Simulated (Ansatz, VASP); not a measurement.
# Tl: VASP beside Ansatz

```
Tl
1.0
    -2.03696    2.03696    2.03696
     2.03696   -2.03696    2.03696
     2.03696    2.03696   -2.03696
Tl
1
Direct
  0.00000 0.00000 0.00000
```

Alike in both runs: task single point; functional PBE; k mesh 16 × 16 × 16; occupations gaussian, width 0.1 eV; no spin polarisation.

|  | VASP | Ansatz |
| --- | --- | --- |
| version | VASP 6.6.1 | Ansatz 0.2.0 |
| potentials or method | VASP PAW PBE potentials, release 64 (Tl_d), cutoff 520 eV | scalar-relativistic, plane waves, PAW |
| valence electrons in the cell | 13 | 13 |

```tsv
	VASP	Ansatz	Ansatz less VASP
gap on the k mesh at the Fermi level (eV)	none	none	-
pressure (GPa)	-1.7	-1.6	+0.05
```

A gap of «none» marks a metal or a gap that the smearing closes.

Spin-orbit coupling is off throughout.
